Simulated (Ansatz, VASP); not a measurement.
# Two plane-wave programs on Bi

```
Bi
1.0
     4.01300    0.00000    0.00000
    -2.00650    3.47536    0.00000
     0.00000    0.00000   28.00000
Bi
2
Direct
  0.33333 0.66667 0.51313
  0.66667 0.33333 0.48688
```

Alike in both runs: task single point; functional LDA; k mesh 9 × 9 × 1; occupations gaussian, width 0.02 eV; no spin polarisation.

```csv
,VASP,Ansatz
version,VASP 6.6.1,Ansatz 0.2.0
potentials or method,"VASP PAW LDA potentials, release 64 (Bi_d), cutoff 520 eV","scalar-relativistic, plane waves, PAW"
valence electrons in the cell,30,30
```

```csv
,VASP,Ansatz,Ansatz less VASP
rms of the force components (eV/Å),4.819,4.811,-0.0080
```

LDA's correlation is that of Perdew and Zunger in VASP and of Perdew and Wang (1992) in Ansatz. Atom by atom the forces differ by 0.008 eV/Å (rms over components).

Neither program's run includes spin-orbit coupling.
